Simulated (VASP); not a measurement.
# Al (P6_3/mmc) in VASP: further runs

Runs on Al. Level: LDA. Tasks: single point.

Everything below comes from runs of VASP 6.6.1. Logs are shortened: lines on timing, memory, paths and dates and some standing lists are left out, and cuts for length are marked.

### Step 1. The cell of the first run

It takes space group P6_3/mmc (No. 194, hexagonal). Conventional cell: a = 2.803 Å, b = 2.803 Å, c = 4.686 Å, α = 90.00°, β = 90.00°, γ = 120.00°. Al (site symmetry -6m2) has 12 Al at 2.80 to 2.85 Å within 3.7 Å.

This isn't the form of Al at room conditions, which is fcc.

### Step 2. Single point, LDA

INCAR

```
SYSTEM = Al
  PREC = Accurate
  ENCUT = 520
  EDIFF = 1E-7
  ISMEAR = 0
  SIGMA = 0.1
  LREAL = .False.
  LASPH = .True.
  NELM = 100
  ALGO = Fast
  ISIF = 2
  LWAVE = .False.
  LCHARG = .True.
  LELF = .True.
  LVHAR = .True.
  NBANDS = 10
```

KPOINTS

```
Automatic mesh
0
Gamma
  18 18 10
  0 0 0
```

POSCAR

```
Al
1.0
    2.8025139203      0.0000000000      0.0000000000
   -1.4012569601      2.4270482495      0.0000000000
    0.0000000000      0.0000000000      4.6857841435
Al
2
Direct
    0.6666666667      0.3333333333      0.7500000000
    0.3333333333      0.6666666667      0.2500000000
```

Potentials or basis: VASP PAW LDA potentials, release 64 (Al).

On the command line:

```
> cat potpaw_LDA.64/Al/POTCAR > POTCAR
> mpirun -np 1 vasp_std > vasp.out
```

OUTCAR:

```text
SYSTEM = Al
   PREC = Accurate
   ENCUT = 520
   EDIFF = 1E-7
   ISMEAR = 0
   LREAL = .False.
   LASPH = .True.
   NELM = 100
   ISIF = 2

 ion  position               nearest neighbor table
   1  0.667  0.333  0.750-   2 2.85   2 2.85   2 2.85   2 2.85   2 2.85   2 2.85
   2  0.333  0.667  0.250-   1 2.85   1 2.85   1 2.85   1 2.85   1 2.85   1 2.85

  LATTYP: Found a hexagonal cell.
 ALAT       =     2.8025139203
 C/A-ratio  =     1.6719931735

  Lattice vectors:

 A1 = (   2.8025139203,   0.0000000000,   0.0000000000)
 A2 = (  -1.4012569601,   2.4270482495,   0.0000000000)
 A3 = (   0.0000000000,   0.0000000000,   4.6857841435)

Analysis of symmetry for initial positions (statically):
=====================================================================
 Subroutine PRICEL returns:
 Original cell was already a primitive cell.

 Routine SETGRP: Setting up the symmetry group for a
 hexagonal supercell.

 Subroutine GETGRP returns: Found 24 space group operations
 (whereof 12 operations were pure point group operations)
 out of a pool of 24 trial point group operations.

The static configuration has the point symmetry D_3d.
 The point group associated with its full space group is D_6h.

Analysis of symmetry for dynamics (positions and initial velocities):
=====================================================================
 Subroutine PRICEL returns:
 Original cell was already a primitive cell.

 Routine SETGRP: Setting up the symmetry group for a
 hexagonal supercell.

 Subroutine GETGRP returns: Found 24 space group operations
 (whereof 12 operations were pure point group operations)
 out of a pool of 24 trial point group operations.

The dynamic configuration has the point symmetry D_3d.
 The point group associated with its full space group is D_6h.

 Subroutine INISYM returns: Found 24 space group operations
 (whereof 12 operations are pure point group operations),
 and found     1 'primitive' translations

----------------------------------------------------------------------------------------

                                     Primitive cell

  volume of cell :      31.8719

  direct lattice vectors                    reciprocal lattice vectors
     2.802513920  0.000000000  0.000000000     0.356822492  0.206011562  0.000000000
    -1.401256960  2.427048249  0.000000000     0.000000000  0.412023123  0.000000000
     0.000000000  0.000000000  4.685784144     0.000000000  0.000000000  0.213411452

  length of vectors
     2.802513920  2.802513920  4.685784144     0.412023123  0.412023123  0.213411452

  position of ions in fractional coordinates (direct lattice)
     0.666666667  0.333333333  0.750000000
     0.333333333  0.666666667  0.250000000

  ion indices of the primitive-cell ions
   primitive index   ion index
                 1           1
                 2           2

----------------------------------------------------------------------------------------

 KPOINTS: Automatic mesh

Automatic generation of k-mesh.
 Grid dimensions read from file:
 generate k-points for:   18   18   10

 Generating k-lattice:

  Cartesian coordinates                     Fractional coordinates (reciprocal lattice)
     0.019823472  0.011445087  0.000000000     0.055555556  0.000000000  0.000000000
     0.000000000  0.022890174  0.000000000     0.000000000  0.055555556  0.000000000
     0.000000000  0.000000000  0.021341145     0.000000000  0.000000000  0.100000000

  Length of vectors
     0.022890174  0.022890174  0.021341145

  Shift w.r.t. Gamma in fractional coordinates (k-lattice)
     0.000000000  0.000000000  0.000000000

 Subroutine IBZKPT returns following result:
 ===========================================

 Found    222 irreducible k-points:

 Following reciprocal coordinates:
            Coordinates               Weight
  0.000000  0.000000  0.000000      1.000000
  0.055556  0.000000  0.000000      6.000000
  0.111111  0.000000  0.000000      6.000000
  0.166667  0.000000  0.000000      6.000000
  0.222222  0.000000  0.000000      6.000000
  0.277778  0.000000  0.000000      6.000000
[... 16 lines left out ...]
  0.333333  0.111111  0.000000     12.000000
  0.388889  0.111111  0.000000     12.000000
 [... further k-points ...]
   k-points           NKPTS =    222   k-points in BZ     NKDIM =    222   number of bands    NBANDS=     10
   number of dos      NEDOS =    301   number of ions     NIONS =      2
   total plane-waves  NPLWV =  20736
   dimension x,y,z NGX =    24 NGY =   24 NGZ =   36
   dimension x,y,z NGXF=    48 NGYF=   48 NGZF=   72
   ions per type =               2
   NGX,Y,Z   is equivalent  to a cutoff of  14.24, 14.24, 12.77 a.u.
   NGXF,Y,Z  is equivalent  to a cutoff of  28.47, 28.47, 25.54 a.u.
 SYSTEM =  Al
   PREC   = accura    normal or accurate (medium, high low for compatibility)
   ISTART =      0    job   : 0-new  1-cont  2-samecut
   ICHARG =      2    charge: 1-file 2-atom 10-const
   ISPIN  =      1    spin polarized calculation?
   LNONCOLLINEAR =      F non collinear calculations
   LSORBIT =      F    spin-orbit coupling
   LASPH  =      T    aspherical Exc in radial PAW
   ENCUT  =  520.0 eV  38.22 Ry    6.18 a.u.   5.21  5.21  8.71*2*pi/ulx,y,z
   NELM   =    100;   NELMIN=  2; NELMDL= -5     # of ELM steps
   EDIFF  = 0.1E-06   stopping-criterion for ELM
   LREAL  =      F    real-space projection
   EDIFFG = 0.1E-05   stopping-criterion for IOM
   NSW    =      0    number of steps for IOM
   IBRION =     -1    ionic relax: 0-MD 1-quasi-New 2-CG
   NFREE  =      0    steps in history (QN), initial steepest desc. (CG)
   ISIF   =      2    stress and relaxation
   ISYM   =      2    0-nonsym 1-usesym 2-fastsym
   POTIM  = 0.5000    time-step for ionic-motion
   TEBEG  =    0.0;   TEEND  =   0.0 temperature during run
   PSTRESS=    0.0 pullay stress
   NELECT =       6.0000    total number of electrons
   NUPDOWN=      -1.0000    fix difference up-down
   EMIN   =  10.00;   EMAX   =-10.00  energy-range for DOS
   EFERMI =   0.00;   METHOD = LEGACY
   ISMEAR =     0;   SIGMA  =   0.10  broadening in eV -4-tet -1-fermi 0-gaus
   EFERMI_NEDOS =   21; number of points for ismear=-14 and -15
   IALGO  =     68    algorithm
   IMIX   =      4    mixing-type and parameters
     AMIX     =   0.40;   BMIX     =  1.00
     AMIX_MAG =   1.60;   BMIX_MAG =  1.00
  volume/ion in A,a.u.               =      15.94       107.54
  Fermi-wavevector in a.u.,A,eV,Ry     =   0.938258  1.773051 11.977599  0.880329
  Thomas-Fermi vector in A             =   2.065452
   LORBIT       =      0    0 simple, 1 ext, 2 COOP (PROOUT), +10 PAW based schemes
   GGA     = CA    functional components
   LHFCALC =     F    Hartree Fock is set to
   AEXX    =    0.0000 exact exchange contribution
   IVDW    =     0    specifies the selected vdW correction
   LEPSILON=     F    determine dielectric tensor
   LRPA    =     F    only Hartree local field effects (RPA)
 non-spin polarized calculation
 RMM-DIIS sequential band-by-band and
 Gauss-broadening in eV      SIGMA  =   0.10
  energy-cutoff  :      520.00
  volume of cell :       31.87
 maximum number of plane-waves:       881
 NGX is ok and might be reduce to    24
   NGX = 11   NGY = 11   NGZ = 17

 number of electron       6.0000000 magnetization

 Free energy of the ion-electron system (eV)
  ---------------------------------------------------
  ext. energy  EPLUGINS =         0.00000000
  ---------------------------------------------------
  free energy    TOTEN  =        -8.31245042 eV

  energy without entropy =       -8.30747171  energy(sigma->0) =       -8.30996107

 E-fermi :   8.1444     XC(G=0): -10.4741

 val. band max:        8.1300364431   @ k =   0.3889   0.1667   0.2000
 cond. band min:       8.1582724299   @ k =   0.5000   0.0000   0.1000
 fundamental gap:      0.0282359868
 Fermi energy:         8.1443955280

 k-point     1 :       0.0000    0.0000    0.0000
  band No.  band energies     occupation
      1      -3.1877      2.00000
      2       3.3463      2.00000
      3       3.4189      2.00000
      4      19.2859      0.00000
      5      19.2859      0.00000
      6      19.5851      0.00000
      7      19.5851      0.00000
      8      20.0801      0.00000
      9      21.9630      0.00000
     10      22.7787      0.00000

 k-point     2 :       0.0556    0.0000    0.0000
  band No.  band energies     occupation
      1      -3.1104      2.00000
      2       3.4180      2.00000
      3       3.4945      2.00000
      4      17.6302      0.00000
      5      18.3110      0.00000
      6      19.3725      0.00000
      7      20.6875      0.00000
      8      20.8045      0.00000
      9      21.9546      0.00000
     10      23.0440      0.00000

 k-point     3 :       0.1111    0.0000    0.0000
  band No.  band energies     occupation
      1      -2.8787      2.00000
      2       3.6329      2.00000
      3       3.7203      2.00000
      4      15.5118      0.00000
      5      17.3327      0.00000
      6      18.6185      0.00000
      7      20.6986      0.00000
      8      21.2662      0.00000
      9      21.9859      0.00000
     10      22.0599      0.00000

 k-point     4 :       0.1667    0.0000    0.0000
  band No.  band energies     occupation
      1      -2.4933      2.00000
      2       3.9912      2.00000
      3       4.0935      2.00000
      4      13.4069      0.00000
      5      16.4839      0.00000
      6      17.6795      0.00000
      7      19.3732      0.00000
      8      19.4163      0.00000
      9      21.7957      0.00000
     10      22.0237      0.00000
[... 222 lines left out ...]
 k-point    22 :       0.2778    0.1111    0.0000
  band No.  band energies     occupation
      1      -0.2051      2.00000
      2       6.1366      2.00000
      3       6.1381      2.00000
      4       8.0390      1.86373
      5      11.6294      0.00000
      6      13.9221      0.00000
      7      14.3334      0.00000
      8      17.9051      0.00000
      9      17.9760      0.00000
     10      19.4953      0.00000

 k-point    23 :       0.3333    0.1111    0.0000
  band No.  band energies     occupation
      1       0.7736      2.00000
      2       5.8922      2.00000
      3       7.0626      2.00000
      4       7.5398      2.00000
      5      11.1334      0.00000
      6      12.3033      0.00000
      7      12.9637      0.00000
      8      17.5924      0.00000
      9      17.5983      0.00000
     10      19.1847      0.00000

 k-point    24 :       0.3889    0.1111    0.0000
  band No.  band energies     occupation
      1       1.8922      2.00000
      2       4.5176      2.00000
      3       8.1083      1.39039
      4       8.4046      0.00023
      5      10.4775      0.00000
      6      10.8362      0.00000
      7      12.0292      0.00000
      8      17.3647      0.00000
      9      17.4125      0.00000
     10      18.9940      0.00000

 [... further k-points ...]
[... 5 lines left out ...]
  --------------------------------------------------------------------------------------
  -------------------------------------------------------------------------------------
  Total        0.0154541      0.0154541      0.0169608      0.0000000      0.0000000      0.0000000
  in kB        0.7768654      0.7768654      0.8526054      0.0000000      0.0000000      0.0000000
  external PRESSURE =       0.8021121 kB  Pullay stress =       0.0000000 kB

 VOLUME and BASIS-vectors are now :
 -----------------------------------------------------------------------------
  energy-cutoff  :      520.00
  volume of cell :       31.87
      direct lattice vectors                 reciprocal lattice vectors
     2.802513920  0.000000000  0.000000000     0.356822492  0.206011562  0.000000000
    -1.401256960  2.427048249  0.000000000     0.000000000  0.412023123  0.000000000
     0.000000000  0.000000000  4.685784144     0.000000000  0.000000000  0.213411452

 POSITION                                       TOTAL-FORCE (eV/Angst)
 -----------------------------------------------------------------------------------
      1.40126      0.80902      3.51434         0.000000     -0.000000      0.000000
     -0.00000      1.61803      1.17145        -0.000000      0.000000      0.000000
 -----------------------------------------------------------------------------------
    total drift:                                0.000000     -0.000000      0.000000

  FREE ENERGIE OF THE ION-ELECTRON SYSTEM (eV)
  ---------------------------------------------------
  free  energy   TOTEN  =        -8.3124504237 eV

  energy  without entropy=       -8.3074717135  energy(sigma->0) =       -8.30996107
```

It took 46 s on 1 thread of Intel Xeon 8259CL, shared host; peak memory 0.17 GiB.

Results:

```yaml
Free_energy: -8.3125 eV
Pressure: 0.1 GPa
Band_gap_on_the_k_mesh: zero (bands 3 and 4 overlap by 7.21 eV)
```

### Step 3. Single point, LDA

INCAR

```
SYSTEM = Al
  ALGO = Normal
  EDIFF = 1E-7
  ENCUT = 520
  GGA = CA
  ISIF = 2
  ISMEAR = -1
  LASPH = .TRUE.
  LCHARG = .FALSE.
  LREAL = .FALSE.
  LWAVE = .FALSE.
  NBANDS = 10
  NELM = 100
  PREC = Accurate
  SIGMA = 0.15
```

KPOINTS

```
k-points
0
G
  18 18 10
  0 0 0
```

POSCAR

```
Al
1.0
    2.8166620376      0.0000000000      0.0000000000
   -1.4083310188      2.4393008784      0.0000000000
    0.0000000000      0.0000000000      4.6444755909
Al
2
Direct
    0.6666666667      0.3333333333      0.7500000000
    0.3333333333      0.6666666667      0.2500000000
```

Potentials or basis: VASP PAW LDA potentials, release 64 (Al).

On the command line:

```
> cat potpaw_LDA.64/Al/POTCAR > POTCAR
> mpirun -np 1 vasp_std > vasp.out
```

Wall time 35 s (1 thread of Intel Xeon 8259CL, shared host); peak memory 0.17 GiB.

The run converged. Its results:

| Item | Value |
| --- | --- |
| Free energy | -8.3440 eV |
| Pressure | 0.1 GPa |
| Band gap on the k mesh | zero (bands 3 and 4 overlap by 7.37 eV) |

Levels at points of the mesh, in eV from the Fermi level:
| k point | band 1 | band 2 | band 3 | band 4 | band 5 | band 6 | band 7 |
| --- | --- | --- | --- | --- | --- | --- | --- |
| (0.00, 0.00, 0.00) | -11.33 | -4.73 | -4.56 | 10.89 | 10.89 | 11.25 | 11.25 |
| (0.50, 0.00, 0.00) | -5.36 | -5.19 | 0.61 | 1.08 | 1.49 | 1.74 | 5.81 |
| (0.00, 0.00, 0.50) | -9.63 | -9.63 | 3.32 | 3.32 | 12.09 | 12.09 | 12.09 |
| (0.50, 0.00, 0.50) | -3.98 | -3.98 | -3.24 | -3.24 | 7.26 | 7.26 | 7.67 |

(Part 1 of 2 ends here.)
